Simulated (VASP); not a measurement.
The system is Fe.

```xyz
1
Lattice="-1.3498 1.3498 1.3498 1.3498 -1.3498 1.3498 1.3498 1.3498 -1.3498" Properties=species:S:1:pos:R:3 pbc="T T T"
Fe    0.0000    0.0000    0.0000
```

Base run:

```yaml
Program: VASP 6.6.1
Functional: LDA
Potentials_or_basis: VASP PAW LDA potentials, release 64 (Fe)
Cutoff: 600 eV
k_mesh: 16 × 16 × 16
Occupations: gaussian, width 0.2 eV
Spin: no spin polarisation
```

Its results: band gap on the k mesh zero (band 4 reaches 8.50 eV, above the bottom of band 5 at 6.21 eV); pressure -0.7 GPa.

**Question.** After a change of settings the same cell gave: band gap on the k mesh zero (band 4 reaches 8.79 eV, above the bottom of band 5 at 6.46 eV); pressure 35.8 GPa. Which change was it?
A. occupations from gaussian, width 0.2 eV to gaussian, width 0.1 eV
B. cutoff from 600 eV to 520 eV; k mesh from 16 × 16 × 16 to 24 × 24 × 24; occupations from gaussian, width 0.2 eV to fermi-dirac, width 0.1 eV
C. occupations from gaussian, width 0.2 eV to fermi-dirac, width 1 eV
D. cutoff from 600 eV to 520 eV; k mesh from 16 × 16 × 16 to 3 × 3 × 3; occupations from gaussian, width 0.2 eV to fermi-dirac, width 0.1 eV

**Answer.** C.

Caveats: the run has no spin polarisation, though such a crystal can be magnetic.
